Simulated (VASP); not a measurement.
Set up this calculation in VASP 6.6.1, as the native input.

```
Task                   : relaxation of cell and atoms
Functional             : PBE
Potentials or basis    : VASP PAW PBE potentials, release 64 (Pd, Co, H)
Cutoff                 : 600 eV
k mesh                 : 7 × 7 × 7
Occupations            : fermi-dirac, width 0.0176 eV
Spin                   : no spin polarisation
Dipole correction      : no
Further INCAR settings : ALGO = Normal; EDIFF = 1e-06; IBRION = 2; EDIFFG = -0.01; NSW = 60; ISIF = 3
```

The structure of CoH2Pd lies in POSCAR:

```
CoH2Pd
1.0
    1.4003530000      2.4254810000      0.0000000000
   -1.4003530000      2.4254810000      0.0000000000
    0.0000000000     -1.6169870000      5.8672090000
Pd Co H
1 1 2
Direct
    0.0000000000      0.0000000000      0.0000000000
    0.5000000000      0.5000000000      0.5000000000
    0.1121500000      0.1121500000      0.3364500000
    0.8878500000      0.8878500000      0.6635500000
```

These files were run (other wordings do the same):

INCAR

```
ALGO = Normal
EDIFF = 1E-6
EDIFFG = -0.01
ENCUT = 600
GGA = PE
IBRION = 2
ISIF = 3
ISMEAR = -1
LASPH = True
LCHARG = False
LREAL = False
LWAVE = False
NELM = 100
NSW = 60
PREC = Accurate
SIGMA = 0.0176
```

KPOINTS

```
k-points
0
Gamma
  7 7 7
```

Potentials or basis: VASP PAW PBE potentials, release 64 (Pd, Co, H).

Command:

```sh
$ cat potpaw_PBE.64/Pd/POTCAR potpaw_PBE.64/Co/POTCAR potpaw_PBE.64/H/POTCAR > POTCAR
$ mpirun -np 1 vasp_std > vasp.out
```

It gave:

* Relaxed volume: 8.06 Å³/atom
* Relaxed cell: a = 2.761 Å, b = 2.761 Å, c = 5.138 Å, α = 105.59°, β = 105.59°, γ = 60.00°
* Space group after relaxing (to 0.05 Å): R-3m (No. 166)
* Energy gained by relaxing: 171.0 meV/atom
* Ionic steps: 20
* Pressure after relaxing: 0.0 GPa
* Largest force after relaxing: 0.004 eV/Å

Caveat: the k points lie up to 0.38 Å⁻¹ apart in the final cell; the volume moved by over 15 % at a fixed basis, so the end points are rough.

Wall time 6.5 min on 1 thread of AMD EPYC 9R45 (Zen 5), on a shared host, peak memory 0.19 GiB.
